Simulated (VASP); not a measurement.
Runs of VASP 6.6.1 on P. The structure is that of space group Fd-3m (No. 227), or close to it. The cells are those of the table. 

| task | cell | k mesh for the DOS | occupations for the DOS | gap on the mesh (eV) | pressure (GPa) |
| --- | --- | --- | --- | --- | --- |
| single point | a = 3.446 Å, angles 60.0°, 2 atoms | - | - | none | 30.4 |
| single point | a = 3.080 Å, angles 60.0°, 2 atoms | - | - | none | (a) |
| single point | a = 2.859 Å, angles 60.0°, 2 atoms | - | - | none | (b) |
| single point | a = 3.273 Å, angles 60.0°, 2 atoms | - | - | none | 68.5 |
| single point | a = 3.603 Å, angles 60.0°, 2 atoms | - | - | none | 14.2 |
| single point | a = 3.881 Å, angles 60.0°, 2 atoms | - | - | none | -0.1 |

Alike in all rows: level PBE; potentials or basis VASP PAW PBE potentials, release 64 (P); no spin polarisation; k mesh 12 × 12 × 12; cutoff (eV) 520; smearing fermi-dirac 0.1 eV.

Problem. Fill in the values left out.

Solution. (a) 151.8; (b) 353.4.

A gap of «none» marks levels without a gap at the run's occupations.
